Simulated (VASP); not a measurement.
Runs of VASP 6.6.1 on Si3C. Symmetry: P-4m2, No. 115, tetragonal system. The conventional cell has a = 3.432 Å, b = 3.432 Å, c = 5.000 Å, α = 90.00°, β = 90.00°, γ = 90.00°. Within 2.6 Å of C (site symmetry -4m2) lie 4 Si at 1.99 Å. Within 2.6 Å of Si (site symmetry 2mm) lie 2 C at 1.99 Å and 2 Si at 2.27 Å. Within 3.0 Å of Si (site symmetry -4m2) lie 4 Si at 2.27 Å. 

| level | k mesh | cutoff (eV) | gap on the mesh (eV) | pressure (GPa) | largest force (eV/Å) |
| --- | --- | --- | --- | --- | --- |
| r2SCAN | 6 × 6 × 4 | 660 | none | -0.3 | 0.03 |
| PBE | 4 × 4 × 4 | 600 | none | 1.9 | (a) |
| PBE | 4 × 4 × 2 | 600 | none | 2.1 | 0.42 |
| r2SCAN | 4 × 4 × 4 | 660 | none | (c) | (b) |

Alike in all rows: task single point; potentials or basis VASP PAW PBE potentials, release 64 (C, Si); no spin polarisation; cell as given; smearing fermi-dirac 0.02 eV.

Task: Fill in the values left out.

Result: (a) 0.36; (b) 0.12; (c) 0.1.

Caveats: some runs use coarse meshes; the PAW data sets were made with another functional, which shifts forces and pressure a little (some runs).

A gap of «none» marks levels without a gap at the run's occupations.
